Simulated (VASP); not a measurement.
GaP: single point with PBE+D3(BJ)

The system is GaP.

```
CELL_PARAMETERS angstrom
0.00000 2.74988 2.74988
2.74988 0.00000 2.74988
2.74988 2.74988 0.00000
ATOMIC_POSITIONS crystal
Ga 0.00000 0.00000 0.00000
P 0.25000 0.25000 0.25000
```

```yaml
Program: VASP 6.6.1
Task: single point
Functional: PBE
Dispersion: D3(BJ)
Potentials_or_basis: VASP PAW PBE potentials, release 64 (Ga_d, P)
Cutoff: 500 eV
k_mesh: 8 × 8 × 8
Occupations: gaussian, width 0.02 eV
Spin: no spin polarisation
```

```
Pressure                   : -2.4 GPa
Band gap on the k mesh     : 1.59 eV (least direct gap 1.60 eV)
Dispersion energy per atom : -0.307 eV
```

Levels at points of the mesh, in eV from the valence-band top:
```
           k point  band 5  band 6  band 7  band 8  band 9  band 10  band 11  band 12  band 13  band 14
(0.00, 0.00, 0.00)  -14.42  -12.29    0.00    0.00    0.00     1.60     3.90     3.90     3.90     8.69
(0.50, 0.00, 0.00)  -14.41  -10.31   -6.48   -1.08   -1.08     1.59     4.73     4.73     8.23    10.70
(0.50, 0.50, 0.00)  -14.40   -9.45   -6.63   -2.59   -2.59     1.71     1.84    10.39    10.39    10.95
```

Wall time 22 s on 1 thread of Intel Xeon 8259CL (shared host), peak memory 0.17 GiB.

A k mesh can miss the band edges. Expect the measured gap to be larger: semilocal functionals such as PBE lack the derivative discontinuity.
